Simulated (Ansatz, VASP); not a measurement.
**Two plane-wave programs on Mn**

```xyz
2
Lattice="0.0000 2.3325 2.3325 2.3325 0.0000 2.3325 2.3325 2.3325 0.0000" Properties=species:S:1:pos:R:3 pbc="T T T"
Mn    0.0000    0.0000    0.0000
Mn    2.3325    2.3325    2.3325
```

Alike in both runs: task relaxation of cell and atoms; functional RPBE; k mesh 12 × 12 × 12; occupations fermi-dirac, width 0.05 eV; collinear spin.

```csv
,VASP,Ansatz
version,VASP 6.6.1,Ansatz 0.2.0
potentials or method,"VASP PAW PBE potentials, release 64 (Mn_pv), cutoff 600 eV","plane waves (420 eV) with PAW, scalar-relativistic"
valence electrons in the cell,26,30
```

|  | VASP | Ansatz | Ansatz less VASP |
| --- | --- | --- | --- |
| net moment per atom (μB) | 0.00 | 0.00 | 0.000 |
| size of the moment on the site where the two differ most (μB) | 2.72 | 2.58 | -0.134 |
| relaxed volume (Å³/atom) | 14.42 | 14.35 | -0.070 |
| relaxed length of the cell vector where the two differ most in proportion (Å) | 3.443 | 3.437 | -0.0056 |

VASP's potentials were made for PBE, not for RPBE. Site moments also hang on the region over which each program counts them. VASP's potentials hold 26 valence electrons a cell and Ansatz's 30, so a difference there can come from the potentials and not from the codes.
